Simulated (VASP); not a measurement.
Runs of VASP 6.6.1 on PtSe2. The structure is that of space group Fm-3m (No. 225), or close to it. The cells are those of the table. 

| level | cell | k mesh | gap on the mesh (eV) | pressure (GPa) |
| --- | --- | --- | --- | --- |
| r2SCAN | a = 4.515 Å, angles 60.0°, 3 atoms | 6 × 6 × 6 | none | -5.9 |
| PBE | a = 4.428 Å, angles 60.0°, 3 atoms | 8 × 8 × 8 | none | 1.4 |
| r2SCAN | a = 4.428 Å, angles 60.0°, 3 atoms | 8 × 8 × 8 | none | -0.1 |
| PBE | a = 4.536 Å, angles 60.0°, 3 atoms | 6 × 6 × 6 | none | (a) |
| r2SCAN | a = 4.428 Å, angles 60.0°, 3 atoms | 6 × 6 × 6 | none | (b) |

Alike in all rows: task single point; potentials or basis VASP PAW PBE potentials, release 64 (Pt, Se); no spin polarisation; cutoff (eV) 520; smearing fermi-dirac 0.02 eV.

Question: Fill in the values left out.

Answer: (a) -5.5; (b) 0.0.

Caveats: spin-orbit coupling is left out, which moves the levels of the heavy elements; the PAW data sets were made with another functional, which shifts forces and pressure a little (at least some runs); the cell stands under tension (at least some runs).

A k mesh can miss the band edges, and the runs leave out spin-orbit coupling on Pt, Se.

A gap of «none» marks levels without a gap at the run's occupations.
